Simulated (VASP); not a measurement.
# SiO2: single point with PBE

Crystal: SiO2.

```
Si O
1.0
     6.09382    0.00000    0.00000
     0.00000    6.09382    0.00000
     0.00000    0.00000    4.76894
Si O
4 8
Direct
  0.34664 0.00000 0.75000
  0.65336 0.00000 0.25000
  0.00000 0.34664 0.00000
  0.00000 0.65336 0.50000
  0.50000 0.09901 0.50000
  0.50000 0.90099 0.00000
  0.19625 0.19625 0.87500
  0.19625 0.80375 0.62500
  0.80375 0.19625 0.12500
  0.80375 0.80375 0.37500
  0.90099 0.50000 0.75000
  0.09901 0.50000 0.25000
```

The cell was built from a structure type or drawn by symmetry, and may not be a known phase.

```
Program                : VASP 6.6.1
Task                   : single point
Functional             : PBE
Potentials or basis    : VASP PAW PBE potentials, release 64 (Si, O)
Cutoff                 : 520 eV
k mesh                 : 4 × 4 × 6
Occupations            : gaussian, width 0.02 eV
Spin                   : no spin polarisation
Dipole correction      : no
Further INCAR settings : ALGO = Normal; EDIFF = 1e-06; NBANDS = 44
```

The pressure is 0.1 GPa, the largest force is 0.014 eV/Å and the band gap on the k mesh is 5.53 eV.

Forces on the atoms (eV/Å):
```
Si  -0.014  0.000  0.000
Si   0.014  0.000  0.000
Si   0.000 -0.014  0.000
Si   0.000  0.014  0.000
O    0.000  0.005  0.000
O    0.000 -0.005  0.000
O   -0.007 -0.007  0.000
O   -0.007  0.007  0.000
O    0.007 -0.007  0.000
O    0.007  0.007  0.000
O   -0.005  0.000  0.000
O    0.005  0.000  0.000
```

Stress tensor (GPa, compression positive):
```
0.05 0.00 0.00
0.00 0.05 0.00
0.00 0.00 0.17
```

Levels at points of the mesh, in eV from the valence-band top:
| k point | band 28 | band 29 | band 30 | band 31 | band 32 | band 33 | band 34 | band 35 | band 36 | band 37 |
| --- | --- | --- | --- | --- | --- | --- | --- | --- | --- | --- |
| (0.00, 0.00, 0.00) | -0.83 | -0.80 | -0.68 | -0.47 | 0.00 | 5.53 | 8.44 | 8.71 | 8.71 | 8.93 |
| (0.50, 0.00, 0.00) | -0.85 | -0.77 | -0.56 | -0.33 | -0.32 | 6.81 | 7.34 | 8.44 | 9.01 | 9.49 |
| (0.50, 0.50, 0.00) | -1.17 | -1.14 | -0.43 | -0.14 | -0.14 | 7.80 | 7.80 | 8.22 | 8.53 | 9.02 |
| (0.00, 0.00, 0.50) | -1.31 | -0.58 | -0.58 | -0.19 | -0.19 | 7.76 | 7.76 | 9.29 | 9.29 | 9.72 |
| (0.50, 0.00, 0.50) | -0.83 | -0.68 | -0.68 | -0.42 | -0.42 | 8.17 | 8.17 | 8.95 | 8.95 | 9.38 |
| (0.50, 0.50, 0.50) | -0.90 | -0.84 | -0.84 | -0.47 | -0.47 | 8.39 | 8.39 | 9.26 | 9.26 | 9.44 |

Run time: 79 s on 1 thread of Intel(R) Xeon(R) 6975P-C (Granite Rapids), on a shared host, peak memory 0.34 GiB.

A k mesh can miss the band edges.
